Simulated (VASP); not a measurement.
Crystal: BAs.

```
B As
1.0
     0.00000    2.32949    2.32949
     2.32949    0.00000    2.32949
     2.32949    2.32949    0.00000
B As
1 1
Direct
  0.00000 0.00000 0.00000
  0.25000 0.25000 0.25000
```

| Item | Value |
| --- | --- |
| Program | VASP 6.6.1 |
| Task | relaxation of cell and atoms |
| Functional | PBE |
| Potentials or basis | VASP PAW PBE potentials, release 64 (B, As) |
| Cutoff | 600 eV |
| k mesh | 8 × 8 × 8 |
| Occupations | fermi-dirac, width 0.02 eV |
| Spin | no spin polarisation |

At the start: pressure 16.2 GPa; volume 12.64 Å³/atom.

Question: Where does the relaxation end?

Answer: Over 17 steps the energy falls by 61.3 meV/atom and the volume is 13.97 Å³/atom (+10.5 %); space group F-43m (No. 216, to 0.05 Å).

Step by step:
| step | energy change (eV) | largest force (eV/Å) | pressure (GPa) | volume (Å³) |
| --- | --- | --- | --- | --- |
| 1 | 0.0000 | 0.0000 | 16.16 | 25.28 |
| 2 | -0.0541 | 0.0000 | -8.87 | 30.24 |
| 3 | -0.1226 | 0.0000 | -0.08 | 27.95 |
| 4 | -0.1226 | 0.0000 | 0.18 | 27.90 |
| 5 | -0.1226 | 0.0000 | 0.18 | 27.90 |
| 6 | -0.1226 | 0.0000 | 0.17 | 27.90 |
| 7 | -0.1226 | 0.0000 | 0.16 | 27.90 |
| 8 | -0.1226 | 0.0000 | 0.16 | 27.90 |
| 9 | -0.1226 | 0.0000 | 0.16 | 27.90 |
| 10 | -0.1226 | 0.0000 | 0.16 | 27.90 |
| 11 | -0.1226 | 0.0000 | 0.16 | 27.90 |
| 12 | -0.1226 | 0.0000 | 0.16 | 27.90 |
| 13 | -0.1226 | 0.0000 | 0.15 | 27.90 |
| 14 | -0.1226 | 0.0000 | 0.14 | 27.90 |
| 15 | -0.1226 | 0.0000 | 0.11 | 27.91 |
| 16 | -0.1226 | 0.0000 | 0.06 | 27.92 |
| 17 | -0.1226 | 0.0000 | -0.05 | 27.94 |

Final structure:
```
B As
1.0
     0.00000    2.40848    2.40848
     2.40848    0.00000    2.40848
     2.40848    2.40848    0.00000
B As
1 1
Direct
  0.00000 0.00000 0.00000
  0.25000 0.25000 0.25000
```
